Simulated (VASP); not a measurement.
Here is a VASP 6.6.1 calculation.

Contents of INCAR:

```
SYSTEM = YRhC4N4
PREC     = Accurate       ! precision mode
ENCUT    = 520            ! plane-wave cutoff, eV
EDIFF    = 1E-6           ! SCF threshold, eV
ISMEAR   = 0              ! smearing method
SIGMA    = 0.1            ! smearing width, eV
LREAL    = .FALSE.        ! projectors in reciprocal space
LASPH    = .TRUE.         ! aspherical terms in the spheres
NELM     = 150            ! most SCF steps
ALGO     = Normal         ! electronic algorithm
ISIF     = 2              ! what is computed and relaxed
LWAVE    = .FALSE.        ! write WAVECAR
LCHARG   = .TRUE.         ! write CHGCAR
ISPIN    = 2              ! spin polarisation
MAGMOM   = 0 1 0 0 0 0 0 0 0 0 ! initial moments
LORBIT   = 11             ! projections on sites
LMAXMIX  = 4              ! l up to which the mixer works
GGA      = PE             ! functional
LELF     = .TRUE.         ! ELF
LVHAR    = .TRUE.       
NBANDS   = 46             ! bands
```

Contents of KPOINTS:

```
regular mesh
0
G
  4 4 4
  0 0 0
```

Contents of POSCAR:

```
YRhC4N4
1.0
    6.4627228398      0.0000000000      0.0000000000
    0.0000000000      6.4627228398      0.0000000000
    0.0000000000      0.0000000000      6.4627228398
Y Rh C N
1 1 4 4
Direct
    0.0000000000      0.0000000000      0.0000000000
    0.5000000000      0.5000000000      0.5000000000
    0.2122628577      0.2122628577      0.2122628577
    0.2122628577      0.7877371423      0.7877371423
    0.7877371423      0.2122628577      0.7877371423
    0.7877371423      0.7877371423      0.2122628577
    0.3171528765      0.3171528765      0.3171528765
    0.3171528765      0.6828471235      0.6828471235
    0.6828471235      0.3171528765      0.6828471235
    0.6828471235      0.6828471235      0.3171528765
```

Potentials or basis: VASP PAW PBE potentials, release 64 (Y_sv, Rh_pv, C, N).

Run with:

```bash
$ cat potpaw_PBE.64/Y_sv/POTCAR potpaw_PBE.64/Rh_pv/POTCAR potpaw_PBE.64/C/POTCAR potpaw_PBE.64/N/POTCAR > POTCAR
$ mpirun -np 1 vasp_std > vasp.out
```

Task: Predict the net moment.

Result: 2.00 μB per cell.

Task: What does it give for the pressure?

Result: 0.4 GPa.

Task: Estimate the band gap on the k mesh.

Result: Zero (filled and empty bands overlap).

Forces on the atoms (eV/Å):
```
Y    0.000  0.000  0.000
Rh   0.000  0.000  0.000
C   -0.209 -0.209 -0.209
C   -0.209  0.209  0.209
C    0.209 -0.209  0.209
C    0.209  0.209 -0.209
N    0.233  0.233  0.233
N    0.233 -0.233 -0.233
N   -0.233  0.233 -0.233
N   -0.233 -0.233  0.233
```
